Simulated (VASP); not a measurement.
Write the native input for VASP 6.6.1 that does the following.

* Task: single point
* Functional: PBE
* Potentials or basis: VASP PAW PBE potentials, release 64 (C_h, O_h)
* Cutoff: 1340 eV
* k mesh: 4 × 4 × 4
* Occupations: fermi-dirac, width 0.02 eV
* Spin: no spin polarisation
* Dipole correction: no
* Further INCAR settings: ALGO = Normal; EDIFF = 1e-06; NBANDS = 44

The structure of CO2 lies in POSCAR:

```
CO2
1.0
    5.6200000000      0.0000000000      0.0000000000
    0.0000000000      5.6200000000      0.0000000000
    0.0000000000      0.0000000000      5.6200000000
C O
4 8
Direct
    0.0000000000      0.0000000000      0.0000000000
    0.5000000000      0.0000000000      0.5000000000
    0.5000000000      0.5000000000      0.0000000000
    0.0000000000      0.5000000000      0.5000000000
    0.1200165074      0.1200165074      0.1200165074
    0.3799834926      0.8799834926      0.6200165074
    0.6200165074      0.3799834926      0.8799834926
    0.8799834926      0.6200165074      0.3799834926
    0.8799834926      0.8799834926      0.8799834926
    0.6200165074      0.1200165074      0.3799834926
    0.3799834926      0.6200165074      0.1200165074
    0.1200165074      0.3799834926      0.6200165074
```

These files were run (other wordings do the same):

INCAR

```
SYSTEM = CO2
PREC = Accurate
ENCUT = 1340
EDIFF = 1E-6
ISMEAR = -1
SIGMA = 0.02
LREAL = .FALSE.
LASPH = .TRUE.
NELM = 120
ALGO = Normal
ISIF = 2
LWAVE = .FALSE.
LCHARG = .TRUE.
GGA = PE
LELF = .TRUE.
LVHAR = .TRUE.
NBANDS = 44
GGA_COMPAT = .FALSE.
```

KPOINTS

```
regular mesh
0
G
  4 4 4
  0 0 0
```

Potentials or basis: VASP PAW PBE potentials, release 64 (C_h, O_h).

Command:

```console
$ cat potpaw_PBE.64/C_h/POTCAR potpaw_PBE.64/O_h/POTCAR > POTCAR
$ mpirun -np 1 vasp_std > vasp.out
```

It gave:

| Quantity | Value |
| --- | --- |
| Pressure | 1.1 GPa |
| Largest force | 0.019 eV/Å |
| Band gap on the k mesh | 6.79 eV |

Caveat: this functional lacks dispersion, which holds the molecules together, so the pressure and a relaxed volume are unreliable.

Run time: 7.8 min on 1 thread of Intel(R) Xeon(R) Platinum 8375C CPU @ 2.90GHz (Ice Lake), with other jobs on the host, peak memory 0.8 GiB.
